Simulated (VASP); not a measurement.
# Ta2N (P1) in VASP: single point with PBE

Aim: the single point of Ta2N with PBE.

Program: VASP 6.6.1. These are calculated values, not measurements. Logs are shortened: lines on timing, memory, paths and dates and some standing lists are left out, and cuts for length are marked.

### Step 1. The cell of the first run

The typed cell holds 3 atoms: a = 3.113 Å, b = 3.113 Å, c = 4.870 Å, α = 90.00°, β = 90.00°, γ = 120.00°.

### Step 2. Single point, PBE (one atom moved)

Input file INCAR:

```
SYSTEM = Ta2N
PREC = Accurate ; ENCUT = 520
EDIFF = 1E-6 ; ISMEAR = 0
SIGMA = 0.1 ; LREAL = .FALSE.
LASPH = .TRUE. ; NELM = 60
ALGO = Normal ; ISIF = 2
LWAVE = .FALSE. ; LCHARG = .FALSE.
GGA = PE ; NBANDS = 20
```

Input file KPOINTS:

```
regular mesh
0
G
  15 15 8
  0 0 0
```

Input file POSCAR:

```
Ta2N
1.0
    3.1128615060      0.0000000000      0.0000000000
   -1.5564307530      2.6958171426      0.0000000000
    0.0000000000      0.0000000000      4.8698410000
Ta N
2 1
Direct
    0.6666666667      0.3333333333      0.7452890000
    0.3176465386      0.6542659740      0.2534830338
    0.0000000000      0.0000000000      0.0000000000
```

Potentials or basis: VASP PAW PBE potentials, release 64 (Ta_pv, N).

The run is started by

```bash
$ cat potpaw_PBE.64/Ta_pv/POTCAR potpaw_PBE.64/N/POTCAR > POTCAR
$ mpirun -np 1 vasp_std > vasp.out
```

OUTCAR:

```text
SYSTEM = Ta2N
   PREC = Accurate
   ENCUT = 520
   EDIFF = 1E-6
   ISMEAR = 0
   LREAL = .FALSE.
   LASPH = .TRUE.
   NELM = 60
   ISIF = 2
   GGA = PE

 ion  position               nearest neighbor table
   1  0.667  0.333  0.745-   3 2.18   3 2.18   3 2.18   2 2.97   2 3.00   2 3.01   2 3.03   2 3.06
                             2 3.08
   2  0.318  0.654  0.253-   3 2.15   3 2.17   3 2.22   1 2.97   1 3.00   1 3.01   1 3.03   1 3.06
                             1 3.08
   3  0.000  0.000  0.000-   2 2.15   2 2.17   1 2.18   1 2.18   1 2.18   2 2.22

  LATTYP: Found a hexagonal cell.
 ALAT       =     3.1128615060
 C/A-ratio  =     1.5644258476

  Lattice vectors:

 A1 = (   3.1128615060,   0.0000000000,   0.0000000000)
 A2 = (  -1.5564307530,   2.6958171426,   0.0000000000)
 A3 = (   0.0000000000,   0.0000000000,   4.8698410000)

Analysis of symmetry for initial positions (statically):
=====================================================================
 Subroutine PRICEL returns:
 Original cell was already a primitive cell.

 Routine SETGRP: Setting up the symmetry group for a
 hexagonal supercell.

 Subroutine GETGRP returns: Found  1 space group operations
 (whereof  1 operations were pure point group operations)
 out of a pool of 24 trial point group operations.

The static configuration has the point symmetry C_1 .

Analysis of symmetry for dynamics (positions and initial velocities):
=====================================================================
 Subroutine PRICEL returns:
 Original cell was already a primitive cell.

 Routine SETGRP: Setting up the symmetry group for a
 hexagonal supercell.

 Subroutine GETGRP returns: Found  1 space group operations
 (whereof  1 operations were pure point group operations)
 out of a pool of 24 trial point group operations.

The dynamic configuration has the point symmetry C_1 .

 Subroutine INISYM returns: Found  1 space group operations
 (whereof  1 operations are pure point group operations),
 and found     1 'primitive' translations

----------------------------------------------------------------------------------------

                                     Primitive cell

  volume of cell :      40.8663

  direct lattice vectors                    reciprocal lattice vectors
     3.112861506  0.000000000  0.000000000     0.321247829  0.185472520  0.000000000
    -1.556430753  2.695817143  0.000000000     0.000000000  0.370945041  0.000000000
     0.000000000  0.000000000  4.869841000     0.000000000  0.000000000  0.205345513

  length of vectors
     3.112861506  3.112861506  4.869841000     0.370945041  0.370945041  0.205345513

  position of ions in fractional coordinates (direct lattice)
     0.666666667  0.333333333  0.745289000
     0.317646539  0.654265974  0.253483034
     0.000000000  0.000000000  0.000000000

  ion indices of the primitive-cell ions
   primitive index   ion index
                 1           1
                 2           2
                 3           3

----------------------------------------------------------------------------------------

 KPOINTS: regular mesh

Automatic generation of k-mesh.
 Grid dimensions read from file:
 generate k-points for:   15   15    8

 Generating k-lattice:

  Cartesian coordinates                     Fractional coordinates (reciprocal lattice)
     0.021416522  0.012364835  0.000000000     0.066666667  0.000000000  0.000000000
     0.000000000  0.024729669  0.000000000     0.000000000  0.066666667  0.000000000
     0.000000000  0.000000000  0.025668189     0.000000000  0.000000000  0.125000000

  Length of vectors
     0.024729669  0.024729669  0.025668189

  Shift w.r.t. Gamma in fractional coordinates (k-lattice)
     0.000000000  0.000000000  0.000000000

 Subroutine IBZKPT returns following result:
 ===========================================

 Found    901 irreducible k-points:

 Following reciprocal coordinates:
            Coordinates               Weight
  0.000000  0.000000  0.000000      1.000000
  0.066667  0.000000  0.000000      2.000000
  0.000000  0.066667  0.000000      2.000000
 -0.066667  0.066667  0.000000      2.000000
  0.133333  0.000000  0.000000      2.000000
  0.000000  0.133333  0.000000      2.000000
[... 16 lines left out ...]
  0.066667  0.066667  0.000000      2.000000
 -0.066667  0.133333  0.000000      2.000000
 [... further k-points ...]
   k-points           NKPTS =    901   k-points in BZ     NKDIM =    901   number of bands    NBANDS=     20
   number of dos      NEDOS =    301   number of ions     NIONS =      3
   total plane-waves  NPLWV =  20736
   dimension x,y,z NGX =    24 NGY =   24 NGZ =   36
   dimension x,y,z NGXF=    48 NGYF=   48 NGZF=   72
   ions per type =               2   1
   NGX,Y,Z   is equivalent  to a cutoff of  12.82, 12.82, 12.29 a.u.
   NGXF,Y,Z  is equivalent  to a cutoff of  25.63, 25.63, 24.58 a.u.
 SYSTEM =  Ta2N
   PREC   = accura    normal or accurate (medium, high low for compatibility)
   ISTART =      0    job   : 0-new  1-cont  2-samecut
   ICHARG =      2    charge: 1-file 2-atom 10-const
   ISPIN  =      1    spin polarized calculation?
   LNONCOLLINEAR =      F non collinear calculations
   LSORBIT =      F    spin-orbit coupling
   LASPH  =      T    aspherical Exc in radial PAW
   ENCUT  =  520.0 eV  38.22 Ry    6.18 a.u.   5.79  5.79  9.05*2*pi/ulx,y,z
   NELM   =     60;   NELMIN=  2; NELMDL= -5     # of ELM steps
   EDIFF  = 0.1E-05   stopping-criterion for ELM
   LREAL  =      F    real-space projection
   EDIFFG = 0.1E-04   stopping-criterion for IOM
   NSW    =      0    number of steps for IOM
   IBRION =     -1    ionic relax: 0-MD 1-quasi-New 2-CG
   NFREE  =      0    steps in history (QN), initial steepest desc. (CG)
   ISIF   =      2    stress and relaxation
   ISYM   =      2    0-nonsym 1-usesym 2-fastsym
   POTIM  = 0.5000    time-step for ionic-motion
   TEBEG  =    0.0;   TEEND  =   0.0 temperature during run
   PSTRESS=    0.0 pullay stress
   NELECT =      27.0000    total number of electrons
   NUPDOWN=      -1.0000    fix difference up-down
   EMIN   =  10.00;   EMAX   =-10.00  energy-range for DOS
   EFERMI =   0.00;   METHOD = LEGACY
   ISMEAR =     0;   SIGMA  =   0.10  broadening in eV -4-tet -1-fermi 0-gaus
   EFERMI_NEDOS =   21; number of points for ismear=-14 and -15
   IALGO  =     38    algorithm
   IMIX   =      4    mixing-type and parameters
     AMIX     =   0.40;   BMIX     =  1.00
     AMIX_MAG =   1.60;   BMIX_MAG =  1.00
  volume/ion in A,a.u.               =      13.62        91.93
  Fermi-wavevector in a.u.,A,eV,Ry     =   1.425852  2.694469 27.661374  2.033054
  Thomas-Fermi vector in A             =   2.546192
   LORBIT       =      0    0 simple, 1 ext, 2 COOP (PROOUT), +10 PAW based schemes
   GGA     = PE    functional components
   LHFCALC =     F    Hartree Fock is set to
   AEXX    =    0.0000 exact exchange contribution
   IVDW    =     0    specifies the selected vdW correction
   LEPSILON=     F    determine dielectric tensor
   LRPA    =     F    only Hartree local field effects (RPA)
 non-spin polarized calculation
 Gauss-broadening in eV      SIGMA  =   0.10
  energy-cutoff  :      520.00
  volume of cell :       40.87
 maximum number of plane-waves:      1112
   NGX = 11   NGY = 11   NGZ = 19

 number of electron      26.9999998 magnetization

 Free energy of the ion-electron system (eV)
  ---------------------------------------------------
  ext. energy  EPLUGINS =         0.00000000
  ---------------------------------------------------
  free energy    TOTEN  =       -34.37935447 eV

  energy without entropy =      -34.37351935  energy(sigma->0) =      -34.37643691

 E-fermi :   7.4604     XC(G=0): -12.8452

 val. band max:        7.4585675818   @ k =  -0.1333   0.0667   0.0000
 cond. band min:       7.4629864981   @ k =   0.0667   0.2667   0.5000
 fundamental gap:      0.0044189163
 Fermi energy:         7.4604459061

 k-point     1 :       0.0000    0.0000    0.0000
  band No.  band energies     occupation
      1     -28.2229      2.00000
      2     -27.5176      2.00000
      3     -27.5065      2.00000
      4     -27.3966      2.00000
      5     -27.3778      2.00000
      6     -27.2668      2.00000
[... 12 lines left out ...]
     19       8.7522      0.00000
     20      12.3732      0.00000

 k-point     2 :       0.0667    0.0000    0.0000
  band No.  band energies     occupation
      1     -28.2094      2.00000
      2     -27.5432      2.00000
      3     -27.5169      2.00000
      4     -27.4062      2.00000
      5     -27.3966      2.00000
      6     -27.2723      2.00000
[... 12 lines left out ...]
     19       8.9515      0.00000
     20      12.3762      0.00000

 k-point     3 :       0.0000    0.0667    0.0000
  band No.  band energies     occupation
      1     -28.2101      2.00000
      2     -27.5357      2.00000
      3     -27.5243      2.00000
      4     -27.4215      2.00000
      5     -27.3816      2.00000
      6     -27.2716      2.00000
[... 12 lines left out ...]
     19       9.0874      0.00000
     20      12.4117      0.00000

 k-point     4 :      -0.0667    0.0667    0.0000
  band No.  band energies     occupation
      1     -28.2098      2.00000
      2     -27.5392      2.00000
      3     -27.5208      2.00000
      4     -27.4183      2.00000
      5     -27.3848      2.00000
      6     -27.2718      2.00000
[... 12 lines left out ...]
     19       9.0965      0.00000
     20      12.3997      0.00000

 k-point     5 :       0.1333    0.0000    0.0000
  band No.  band energies     occupation
      1     -28.1702      2.00000
      2     -27.6160      2.00000
      3     -27.5443      2.00000
      4     -27.4795      2.00000
      5     -27.4029      2.00000
      6     -27.2893      2.00000
[... 12 lines left out ...]
     19       9.8498      0.00000
     20      12.2240      0.00000

 k-point     6 :       0.0000    0.1333    0.0000
  band No.  band energies     occupation
      1     -28.1728      2.00000
      2     -27.6104      2.00000
      3     -27.5506      2.00000
      4     -27.4929      2.00000
      5     -27.3899      2.00000
      6     -27.2861      2.00000
[... 12 lines left out ...]
     19       9.9599      0.00000
     20      12.3209      0.00000

 k-point     7 :      -0.1333    0.1333    0.0000
  band No.  band energies     occupation
      1     -28.1719      2.00000
      2     -27.6126      2.00000
      3     -27.5480      2.00000
      4     -27.4892      2.00000
      5     -27.3936      2.00000
      6     -27.2872      2.00000
[... 12 lines left out ...]
     19       9.9546      0.00000
     20      12.2868      0.00000
[... 277 lines left out ...]
 k-point    20 :       0.4667    0.0000    0.0000
  band No.  band energies     occupation
      1     -28.1184      2.00000
      2     -27.9258      2.00000
      3     -27.7803      2.00000
      4     -27.7024      2.00000
      5     -27.5216      2.00000
      6     -27.4627      2.00000
[... 12 lines left out ...]
     19      11.7660      0.00000
     20      11.9413      0.00000

 k-point    21 :       0.0000    0.4667    0.0000
  band No.  band energies     occupation
      1     -28.1297      2.00000
      2     -27.9263      2.00000
      3     -27.8290      2.00000
      4     -27.7030      2.00000
      5     -27.4688      2.00000
      6     -27.4561      2.00000
[... 12 lines left out ...]
     19      11.8143      0.00000
     20      11.9175      0.00000

 k-point    22 :      -0.4667    0.4667    0.0000
  band No.  band energies     occupation
      1     -28.1261      2.00000
      2     -27.9264      2.00000
      3     -27.8140      2.00000
      4     -27.7023      2.00000
      5     -27.4852      2.00000
      6     -27.4584      2.00000
[... 12 lines left out ...]
     19      11.8355      0.00000
     20      11.9416      0.00000

 k-point    23 :       0.0667    0.0667    0.0000
  band No.  band energies     occupation
      1     -28.1839      2.00000
      2     -27.5846      2.00000
      3     -27.5478      2.00000
      4     -27.4550      2.00000
      5     -27.3978      2.00000
      6     -27.2825      2.00000
[... 12 lines left out ...]
     19       9.6639      0.00000
     20      12.3243      0.00000

 k-point    24 :      -0.0667    0.1333    0.0000
  band No.  band energies     occupation
      1     -28.1851      2.00000
      2     -27.5788      2.00000
      3     -27.5537      2.00000
      4     -27.4648      2.00000
      5     -27.3885      2.00000
      6     -27.2810      2.00000
[... 12 lines left out ...]
     19       9.8244      0.00000
     20      12.3805      0.00000

 [... further k-points ...]

------------------------ aborting loop because EDIFF is reached ----------------------------------------

  FORCE on cell =-STRESS in cart. coord.  units (eV):
  Direction    XX          YY          ZZ          XY          YZ          ZX
  --------------------------------------------------------------------------------------
  -------------------------------------------------------------------------------------
  Total       -0.2593364     -0.1782744     -0.0668948     -0.0180622      0.1613834      0.1096326
  in kB      -10.1673784     -6.9893156     -2.6226366     -0.7081356      6.3270971      4.2981866
  external PRESSURE =      -6.5931102 kB  Pullay stress =       0.0000000 kB

 VOLUME and BASIS-vectors are now :
 -----------------------------------------------------------------------------
  energy-cutoff  :      520.00
  volume of cell :       40.87
      direct lattice vectors                 reciprocal lattice vectors
     3.112861506  0.000000000  0.000000000     0.321247829  0.185472520  0.000000000
    -1.556430753  2.695817143  0.000000000     0.000000000  0.370945041  0.000000000
     0.000000000  0.000000000  4.869841000     0.000000000  0.000000000  0.205345513

 POSITION                                       TOTAL-FORCE (eV/Angst)
 -----------------------------------------------------------------------------------
      1.55643      0.89861      3.62944         0.003733      0.006722     -0.044832
     -0.02953      1.76378      1.23442         0.167414      0.209948      0.100005
      0.00000      0.00000      0.00000        -0.171147     -0.216669     -0.055173
 -----------------------------------------------------------------------------------
    total drift:                               -0.000010      0.000058      0.000166

  FREE ENERGIE OF THE ION-ELECTRON SYSTEM (eV)
  ---------------------------------------------------
  free  energy   TOTEN  =       -34.3793544723 eV

  energy  without entropy=      -34.3735193550  energy(sigma->0) =      -34.37643691
```

It took 5 min on 1 thread of Intel Xeon Platinum 8488C (Sapphire Rapids), shared host; peak memory 0.69 GiB.

Results:

| Item | Value |
| --- | --- |
| Free energy | -34.3794 eV |
| Pressure | -0.7 GPa |
| Largest force | 0.287 eV/Å |
| Band gap on the k mesh | zero (an odd number of electrons rules out a gap without spin polarisation) |

Forces on the atoms (eV/Å):
```
Ta   0.004  0.007 -0.045
Ta   0.167  0.210  0.100
N   -0.171 -0.217 -0.055
```

Caveat: the cell differs from its parent crystal (one atom moved); spin-orbit coupling is left out, which moves the levels of the heavy elements.
